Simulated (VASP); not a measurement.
# SiC (Moissanite) (P6_3mc) in VASP: further runs

Aim: see how the results for SiC (Moissanite) move with the level of theory and the settings. Levels: SVWN5, PBE+D4. Tasks: single point.

All numbers are computed with VASP 6.6.1; they aren't measurements. Logs are shortened: lines on timing, memory, paths and dates and some standing lists are left out, and cuts for length are marked.

**1. The cell of the first run**

Symmetry: P6_3mc, No. 186, hexagonal system. The conventional cell has a = 3.055 Å, b = 3.055 Å, c = 5.014 Å, α = 90.00°, β = 90.00°, γ = 120.00°. Si (site symmetry 3m) has 4 C at 1.86 to 1.93 Å within 2.5 Å. Within 2.5 Å of C (site symmetry 3m) lie 4 Si at 1.86 to 1.93 Å.

**2. Single point, SVWN5**

Contents of INCAR:

```
SYSTEM = SiC
PREC = Accurate
ENCUT = 520
EDIFF = 1E-6
ISMEAR = -1
SIGMA = 0.05
LREAL = .FALSE.
LASPH = .TRUE.
NELM = 80
ALGO = Normal
ISIF = 2
LWAVE = .FALSE.
LCHARG = .FALSE.
GGA = VW
NBANDS = 16
```

Contents of KPOINTS:

```
regular mesh
0
G
  10 10 5
  0 0 0
```

Contents of POSCAR:

```
SiC
1.0
    3.0553550827      0.0000000000      0.0000000000
   -1.5276775413      2.6460151191      0.0000000000
    0.0000000000      0.0000000000      5.0141197845
Si C
2 2
Direct
    0.6666666667      0.3333333333      0.5000000000
    0.3333333333      0.6666666667      0.0000000000
    0.6666666667      0.3333333333      0.8850000000
    0.3333333333      0.6666666667      0.3850000000
```

Potentials or basis: VASP PAW PBE potentials, release 64 (Si, C).

Run with:

```sh
cat potpaw_PBE.64/Si/POTCAR potpaw_PBE.64/C/POTCAR > POTCAR
mpirun -np 1 vasp_std > vasp.out
```

OUTCAR:

```text
SYSTEM = SiC
   PREC = Accurate
   ENCUT = 520
   EDIFF = 1E-6
   ISMEAR = -1
   LREAL = .FALSE.
   LASPH = .TRUE.
   NELM = 80
   ISIF = 2
   GGA = VW

 ion  position               nearest neighbor table
   1  0.667  0.333  0.500-   4 1.86   4 1.86   4 1.86   3 1.93   2 3.07   2 3.07   2 3.07   2 3.07
                             2 3.07   2 3.07
   2  0.333  0.667  0.000-   3 1.86   3 1.86   3 1.86   4 1.93   1 3.07   1 3.07   1 3.07   1 3.07
                             1 3.07   1 3.07
   3  0.667  0.333  0.885-   2 1.86   2 1.86   2 1.86   1 1.93
   4  0.333  0.667  0.385-   1 1.86   1 1.86   1 1.86   2 1.93

  LATTYP: Found a hexagonal cell.
 ALAT       =     3.0553550827
 C/A-ratio  =     1.6410923277

  Lattice vectors:

 A1 = (   3.0553550827,   0.0000000000,   0.0000000000)
 A2 = (  -1.5276775413,   2.6460151191,   0.0000000000)
 A3 = (   0.0000000000,   0.0000000000,   5.0141197845)

Analysis of symmetry for initial positions (statically):
=====================================================================
 Subroutine PRICEL returns:
 Original cell was already a primitive cell.

 Routine SETGRP: Setting up the symmetry group for a
 hexagonal supercell.

 Subroutine GETGRP returns: Found 12 space group operations
 (whereof  6 operations were pure point group operations)
 out of a pool of 24 trial point group operations.

The static configuration has the point symmetry C_3v.
 The point group associated with its full space group is C_6v.

Analysis of symmetry for dynamics (positions and initial velocities):
=====================================================================
 Subroutine PRICEL returns:
 Original cell was already a primitive cell.

 Routine SETGRP: Setting up the symmetry group for a
 hexagonal supercell.

 Subroutine GETGRP returns: Found 12 space group operations
 (whereof  6 operations were pure point group operations)
 out of a pool of 24 trial point group operations.

The dynamic configuration has the point symmetry C_3v.
 The point group associated with its full space group is C_6v.

 Subroutine INISYM returns: Found 12 space group operations
 (whereof  6 operations are pure point group operations),
 and found     1 'primitive' translations

----------------------------------------------------------------------------------------

                                     Primitive cell

  volume of cell :      40.5367

  direct lattice vectors                    reciprocal lattice vectors
     3.055355083  0.000000000  0.000000000     0.327294201  0.188963395  0.000000000
    -1.527677541  2.646015119  0.000000000     0.000000000  0.377926790  0.000000000
     0.000000000  0.000000000  5.014119785     0.000000000  0.000000000  0.199436799

  length of vectors
     3.055355083  3.055355083  5.014119785     0.377926790  0.377926790  0.199436799

  position of ions in fractional coordinates (direct lattice)
     0.666666667  0.333333333  0.500000000
     0.333333333  0.666666667  0.000000000
     0.666666667  0.333333333  0.885000000
     0.333333333  0.666666667  0.385000000

  ion indices of the primitive-cell ions
   primitive index   ion index
                 1           1
                 2           2
                 3           3
                 4           4

----------------------------------------------------------------------------------------

 KPOINTS: regular mesh

Automatic generation of k-mesh.
 Grid dimensions read from file:
 generate k-points for:   10   10    5

 Generating k-lattice:

  Cartesian coordinates                     Fractional coordinates (reciprocal lattice)
     0.032729420  0.018896339  0.000000000     0.100000000 -0.000000000  0.000000000
     0.000000000  0.037792679  0.000000000     0.000000000  0.100000000  0.000000000
     0.000000000  0.000000000  0.039887360     0.000000000  0.000000000  0.200000000

  Length of vectors
     0.037792679  0.037792679  0.039887360

  Shift w.r.t. Gamma in fractional coordinates (k-lattice)
     0.000000000  0.000000000  0.000000000

 Subroutine IBZKPT returns following result:
 ===========================================

 Found     42 irreducible k-points:

 Following reciprocal coordinates:
            Coordinates               Weight
  0.000000  0.000000  0.000000      1.000000
  0.100000  0.000000  0.000000      6.000000
  0.200000  0.000000  0.000000      6.000000
  0.300000  0.000000  0.000000      6.000000
  0.400000 -0.000000  0.000000      6.000000
  0.500000 -0.000000  0.000000      3.000000
[... 16 lines left out ...]
  0.300000  0.100000  0.200000     24.000000
  0.400000  0.100000  0.200000     24.000000
 [... further k-points ...]
   k-points           NKPTS =     42   k-points in BZ     NKDIM =     42   number of bands    NBANDS=     16
   number of dos      NEDOS =    301   number of ions     NIONS =      4
   total plane-waves  NPLWV =  23040
   dimension x,y,z NGX =    24 NGY =   24 NGZ =   40
   dimension x,y,z NGXF=    48 NGYF=   48 NGZF=   80
   ions per type =               2   2
   NGX,Y,Z   is equivalent  to a cutoff of  13.06, 13.06, 13.26 a.u.
   NGXF,Y,Z  is equivalent  to a cutoff of  26.12, 26.12, 26.52 a.u.
 SYSTEM =  SiC
   PREC   = accura    normal or accurate (medium, high low for compatibility)
   ISTART =      0    job   : 0-new  1-cont  2-samecut
   ICHARG =      2    charge: 1-file 2-atom 10-const
   ISPIN  =      1    spin polarized calculation?
   LNONCOLLINEAR =      F non collinear calculations
   LSORBIT =      F    spin-orbit coupling
   LASPH  =      T    aspherical Exc in radial PAW
   ENCUT  =  520.0 eV  38.22 Ry    6.18 a.u.   5.68  5.68  9.32*2*pi/ulx,y,z
   NELM   =     80;   NELMIN=  2; NELMDL= -5     # of ELM steps
   EDIFF  = 0.1E-05   stopping-criterion for ELM
   LREAL  =      F    real-space projection
   EDIFFG = 0.1E-04   stopping-criterion for IOM
   NSW    =      0    number of steps for IOM
   IBRION =     -1    ionic relax: 0-MD 1-quasi-New 2-CG
   NFREE  =      0    steps in history (QN), initial steepest desc. (CG)
   ISIF   =      2    stress and relaxation
   ISYM   =      2    0-nonsym 1-usesym 2-fastsym
   POTIM  = 0.5000    time-step for ionic-motion
   TEBEG  =    0.0;   TEEND  =   0.0 temperature during run
   PSTRESS=    0.0 pullay stress
   NELECT =      16.0000    total number of electrons
   NUPDOWN=      -1.0000    fix difference up-down
   EMIN   =  10.00;   EMAX   =-10.00  energy-range for DOS
   EFERMI =   0.00;   METHOD = LEGACY
   ISMEAR =    -1;   SIGMA  =   0.05  broadening in eV -4-tet -1-fermi 0-gaus
   EFERMI_NEDOS =   21; number of points for ismear=-14 and -15
   IALGO  =     38    algorithm
   IMIX   =      4    mixing-type and parameters
     AMIX     =   0.40;   BMIX     =  1.00
     AMIX_MAG =   1.60;   BMIX_MAG =  1.00
  volume/ion in A,a.u.               =      10.13        68.39
  Fermi-wavevector in a.u.,A,eV,Ry     =   1.200877  2.269329 19.621043  1.442106
  Thomas-Fermi vector in A             =   2.336701
   LORBIT       =      0    0 simple, 1 ext, 2 COOP (PROOUT), +10 PAW based schemes
   GGA     = VW    functional components
   LHFCALC =     F    Hartree Fock is set to
   AEXX    =    0.0000 exact exchange contribution
   IVDW    =     0    specifies the selected vdW correction
   LEPSILON=     F    determine dielectric tensor
   LRPA    =     F    only Hartree local field effects (RPA)
 non-spin polarized calculation
  energy-cutoff  :      520.00
  volume of cell :       40.54
 maximum number of plane-waves:      1105
 NGX is ok and might be reduce to    24
   NGX = 11   NGY = 11   NGZ = 19

 number of electron      15.9999999 magnetization

 Free energy of the ion-electron system (eV)
  ---------------------------------------------------
  ext. energy  EPLUGINS =         0.00000000
  ---------------------------------------------------
  free energy    TOTEN  =       -33.15532754 eV

  energy without entropy =      -33.15532754  energy(sigma->0) =      -33.15532754

 E-fermi :   9.3456     XC(G=0): -11.6290

 val. band max:        8.4329852982   @ k =   0.0000   0.0000   0.0000
 cond. band min:      10.7651150099   @ k =   0.3000   0.3000   0.0000
 fundamental gap:      2.3321297117
 Fermi energy:         9.3456440294

 k-point     1 :       0.0000    0.0000    0.0000
  band No.  band energies     occupation
      1      -7.3862      2.00000
      2      -3.7522      2.00000
      3      -0.4203      2.00000
      4       6.8634      2.00000
      5       6.8634      2.00000
      6       8.1624      2.00000
[... 8 lines left out ...]
     15      17.1892      0.00000
     16      19.7678      0.00000

 k-point     2 :       0.1000    0.0000    0.0000
  band No.  band energies     occupation
      1      -7.2091      2.00000
      2      -3.5993      2.00000
      3      -0.2547      2.00000
      4       5.9216      2.00000
      5       6.5655      2.00000
      6       7.5401      2.00000
[... 8 lines left out ...]
     15      17.6326      0.00000
     16      18.5350      0.00000

 k-point     3 :       0.2000    0.0000    0.0000
  band No.  band energies     occupation
      1      -6.6841      2.00000
      2      -3.1587      2.00000
      3       0.2229      2.00000
      4       4.0121      2.00000
      5       5.9506      2.00000
      6       6.0848      2.00000
[... 8 lines left out ...]
     15      17.9247      0.00000
     16      18.4901      0.00000

 k-point     4 :       0.3000    0.0000    0.0000
  band No.  band energies     occupation
      1      -5.8359      2.00000
      2      -2.5197      2.00000
      3       0.8418      2.00000
      4       2.1906      2.00000
      5       4.3765      2.00000
      6       5.3635      2.00000
[... 8 lines left out ...]
     15      18.7848      0.00000
     16      19.8864      0.00000
[... 324 lines left out ...]
 k-point    22 :       0.2000    0.1000    0.2000
  band No.  band energies     occupation
      1      -5.9769      2.00000
      2      -3.4161      2.00000
      3       1.4516      2.00000
      4       3.3480      2.00000
      5       4.4689      2.00000
      6       5.3663      2.00000
[... 8 lines left out ...]
     15      18.5782      0.00000
     16      19.2640      0.00000

 k-point    23 :       0.3000    0.1000    0.2000
  band No.  band energies     occupation
      1      -5.0023      2.00000
      2      -2.6612      2.00000
      3       0.8266      2.00000
      4       2.8180      2.00000
      5       3.1492      2.00000
      6       4.6112      2.00000
[... 8 lines left out ...]
     15      19.3869      0.00000
     16      20.0682      0.00000

 k-point    24 :       0.4000    0.1000    0.2000
  band No.  band energies     occupation
      1      -3.9266      2.00000
      2      -2.3407      2.00000
      3       0.0281      2.00000
      4       1.5599      2.00000
      5       3.6100      2.00000
      6       4.4197      2.00000
[... 8 lines left out ...]
     15      19.8366      0.00000
     16      21.1929      0.00000

 [... further k-points ...]
[... 5 lines left out ...]
  --------------------------------------------------------------------------------------
  -------------------------------------------------------------------------------------
  Total        0.8787284      0.8787284     -0.4427556      0.0000000      0.0000000      0.0000000
  in kB       34.7309386     34.7309386    -17.4995099      0.0000000      0.0000000      0.0000000
  external PRESSURE =      17.3207891 kB  Pullay stress =       0.0000000 kB

 VOLUME and BASIS-vectors are now :
 -----------------------------------------------------------------------------
  energy-cutoff  :      520.00
  volume of cell :       40.54
      direct lattice vectors                 reciprocal lattice vectors
     3.055355083  0.000000000  0.000000000     0.327294201  0.188963395  0.000000000
    -1.527677541  2.646015119  0.000000000     0.000000000  0.377926790  0.000000000
     0.000000000  0.000000000  5.014119785     0.000000000  0.000000000  0.199436799

 POSITION                                       TOTAL-FORCE (eV/Angst)
 -----------------------------------------------------------------------------------
      1.52768      0.88201      2.50706         0.000000      0.000000      0.774962
     -0.00000      1.76401      0.00000        -0.000000     -0.000000      0.774962
      1.52768      0.88201      4.43750        -0.000000      0.000000     -0.774962
     -0.00000      1.76401      1.93044         0.000000     -0.000000     -0.774962
 -----------------------------------------------------------------------------------
    total drift:                                0.000000      0.000000      0.000003

  FREE ENERGIE OF THE ION-ELECTRON SYSTEM (eV)
  ---------------------------------------------------
  free  energy   TOTEN  =       -33.1553275397 eV

  energy  without entropy=      -33.1553275396  energy(sigma->0) =      -33.15532754
```

Run time: 37 s. Hardware: 1 thread of AMD EPYC 7R13, shared host; peak memory 0.12 GiB.

Results:

| Property | Result |
| --- | --- |
| Free energy | -33.1553 eV |
| Pressure | 1.7 GPa |
| Largest force | 0.775 eV/Å |
| Band gap on the k mesh | 2.33 eV, indirect (least direct gap 4.03 eV) |

Forces on the atoms (eV/Å):
```
Si   0.000  0.000  0.775
Si   0.000  0.000  0.775
C    0.000  0.000 -0.775
C    0.000  0.000 -0.775
```

Caveat: the PAW data sets were made with another functional, which shifts forces and pressure a little.

(Part 1 of 2 ends here.)
